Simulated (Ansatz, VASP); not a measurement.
As3P13 in VASP and in Ansatz

```
CELL_PARAMETERS angstrom
1.68742 5.15149 4.21491
1.68783 5.17763 -4.24636
-5.09704 5.17537 -0.01542
ATOMIC_POSITIONS crystal
As 0.11225 0.05450 0.06775
As 0.87431 0.79616 0.55714
As 0.43816 0.99443 0.79603
P 0.61410 0.53696 0.04876
P 0.36251 0.30502 0.54219
P 0.57590 0.00852 0.19876
P 0.08328 0.51064 0.19572
P 0.33234 0.75557 0.69384
P 0.83078 0.25872 0.69895
P 0.13114 0.21102 0.44848
P 0.62975 0.70680 0.44309
P 0.87661 0.95929 0.95090
P 0.38135 0.45727 0.94350
P 0.65660 0.24443 0.29946
P 0.18483 0.72443 0.30210
P 0.91609 0.47625 0.81334
```

Alike in both runs: functional PBE; dispersion D3(BJ); k mesh 4 × 4 × 4; occupations gaussian, width 0.1 eV; no spin polarisation.

Ansatz relaxed the structure, and its values are those at the end. VASP's run is a single point on that final structure, the one shown.

|  | VASP | Ansatz |
| --- | --- | --- |
| version | VASP 6.6.1 | Ansatz 0.2.0 |
| potentials or method | VASP PAW PBE potentials, release 64 (As, P), cutoff 520 eV | scalar-relativistic, plane waves, PAW |
| valence electrons in the cell | 80 | 110 |

VASP gave:

| Property | Result |
| --- | --- |
| gap on the k mesh at the Fermi level (eV) | 0.05 |
| least direct gap on the mesh (eV) | 0.05 |
| pressure (GPa) | -0.2 |
| rms of the force components (eV/Å) | 0.028 |

Task: Estimate Ansatz's values.

Result: gap on the k mesh at the Fermi level (eV): 0.04; least direct gap on the mesh (eV): 0.04; pressure (GPa): 0.0; rms of the force components (eV/Å): 0.009.

VASP's potentials hold 80 valence electrons a cell and Ansatz's 110, so a difference there can come from the potentials and not from the codes.
